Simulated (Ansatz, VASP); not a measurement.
## One calculation of FeNi3, two programs

Contents of INCAR:

```
SYSTEM = FeNi3
PREC     = Accurate       ! precision mode
ENCUT    = 520            ! plane-wave cutoff, eV
EDIFF    = 1E-7           ! SCF threshold, eV
ISMEAR   = 0              ! smearing method
SIGMA    = 0.05           ! smearing width, eV
LREAL    = .FALSE.        ! projectors in reciprocal space
LASPH    = .TRUE.         ! aspherical terms in the spheres
NELM     = 150            ! most SCF steps
ALGO     = Normal         ! electronic algorithm
ISIF     = 2              ! what is computed and relaxed
LWAVE    = .FALSE.        ! write WAVECAR
LCHARG   = .TRUE.         ! write CHGCAR
ISPIN    = 2              ! spin polarisation
MAGMOM   = 2.5 0.8 0.8 0.8 ! initial moments
LORBIT   = 11             ! projections on sites
LMAXMIX  = 4              ! l up to which the mixer works
LELF     = .TRUE.         ! ELF
LVHAR    = .TRUE.       
NBANDS   = 31             ! bands
```

The input KPOINTS:

```
Automatic mesh
0
G
  10 10 10
  0 0 0
```

POSCAR

```
FeNi3
1.0
    3.5449999038      0.0000000000      0.0000000000
    0.0000000000      3.5449999038      0.0000000000
    0.0000000000      0.0000000000      3.5449999038
Fe Ni
1 3
Direct
    0.0000000000      0.0000000000      0.0000000000
    0.0000000000      0.5000000000      0.5000000000
    0.5000000000      0.0000000000      0.5000000000
    0.5000000000      0.5000000000      0.0000000000
```

Input for Ansatz:

```yaml
crystal:
  lattice:
    - [3.5449999038, 0.0, 0.0]
    - [0.0, 3.5449999038, 0.0]
    - [0.0, 0.0, 3.5449999038]
  atoms:
    - { symbol: Fe, position: [0.0, 0.0, 0.0], spin: 2.5 }
    - { symbol: Ni, position: [0.0, 0.5, 0.5], spin: 0.8 }
    - { symbol: Ni, position: [0.5, 0.0, 0.5], spin: 0.8 }
    - { symbol: Ni, position: [0.5, 0.5, 0.0], spin: 0.8 }
basis:
  ecutwfc: 420
  ecutrho_ratio: 4
kpoints:
  mp_grid: { grid: [10, 10, 10] }
hamiltonian:
  xc: lda
scf:
  occupations: { method: gaussian, width: 0.05 }
output:
  forces: true
  stress: true
  eigenvalues: true
  populations: true
magnetization:
  spin_polarized: true
```

Alike in both runs: task single point; functional LDA; k mesh 10 × 10 × 10; occupations gaussian, width 0.05 eV; collinear spin.

```csv
,VASP,Ansatz
version,VASP 6.6.1,Ansatz 0.2.0
potentials or method,"VASP PAW LDA potentials, release 64 (Fe, Ni), cutoff 520 eV","scalar-relativistic, plane waves, PAW"
valence electrons in the cell,38,70
```

```csv
,VASP,Ansatz,Ansatz less VASP
gap on the k mesh at the Fermi level (eV),none,none,-
pressure (GPa),-17.3,-17.3,+0.03
net moment per atom (μB),1.15,1.17,+0.018
size of the moment on the site where the two differ most (μB),0.60,0.65,+0.047
```

LDA's correlation is that of Perdew and Zunger in VASP and of Perdew and Wang (1992) in Ansatz. Site moments also hang on the region over which each program counts them. A gap of «none» marks a metal or a gap that the smearing closes. VASP's potentials hold 38 valence electrons a cell and Ansatz's 70, so a difference there can come from the potentials and not from the codes.
